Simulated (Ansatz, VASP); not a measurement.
## SrO: VASP beside Ansatz

Contents of INCAR:

```
SYSTEM = SrO
PREC     = Accurate       ! precision mode
ENCUT    = 520            ! plane-wave cutoff, eV
EDIFF    = 1E-6           ! SCF threshold, eV
ISMEAR   = 0              ! smearing method
SIGMA    = 0.05           ! smearing width, eV
LREAL    = .False.        ! projectors in reciprocal space
LASPH    = .True.         ! aspherical terms in the spheres
NELM     = 80             ! most SCF steps
ALGO     = Normal         ! electronic algorithm
ISIF     = 2              ! what is computed and relaxed
LWAVE    = .False.        ! write WAVECAR
LCHARG   = .True.         ! write CHGCAR
GGA      = PE             ! functional
LELF     = .True.         ! ELF
LVHAR    = .True.       
NBANDS   = 15             ! bands
```

Contents of KPOINTS:

```
Automatic mesh
0
Gamma
  8 8 8
  0 0 0
```

The input POSCAR:

```
SrO
1.0
    0.0000000000      2.6982900000      2.5055550000
    2.6982900000      0.0000000000      2.5055550000
    2.6982900000      2.6982900000      0.0000000000
Sr O
1 1
Direct
    0.0000000000      0.0000000000      0.0000000000
    0.5000000000      0.5000000000      0.5000000000
```

Input for Ansatz:

```yaml
crystal:
  lattice:
    - [0.0, 2.69829, 2.505555]
    - [2.69829, 0.0, 2.505555]
    - [2.69829, 2.69829, 0.0]
  atoms:
    - { symbol: Sr, position: [0.0, 0.0, 0.0] }
    - { symbol: O, position: [0.5, 0.5, 0.5] }
basis:
  ecutwfc: 420
kpoints:
  mp_grid: { grid: [8, 8, 8] }
hamiltonian:
  xc: pbe
scf:
  occupations: { method: gaussian, width: 0.05 }
output:
  forces: true
  stress: true
  eigenvalues: true
  write_density: true
  write_potential: true
  elf: true
  volumetric_format: npy
```

Change from the starting cell: strain +0.050 along x and y, -0.025 along z, atoms carried along.

Alike in both runs: task single point; functional PBE; k mesh 8 × 8 × 8; occupations gaussian, width 0.05 eV; no spin polarisation.

```csv
,VASP,Ansatz
version,VASP 6.6.1,Ansatz 0.2.0
potentials or method,"VASP PAW PBE potentials, release 64 (Sr_sv, O), cutoff 520 eV","scalar-relativistic, plane waves, PAW"
valence electrons in the cell,16,16
```

VASP gave:

- gap on the k mesh at the Fermi level (eV): 2.96
- least direct gap on the mesh (eV): 3.23
- pressure (GPa): -1.7
- traceless stress, the component that is largest in VASP (GPa): 5.48

Problem. Which values does Ansatz return?

Solution. gap on the k mesh at the Fermi level (eV): 3.01; least direct gap on the mesh (eV): 3.26; pressure (GPa): -2.1; traceless stress, the component that is largest in VASP (GPa): 5.16.
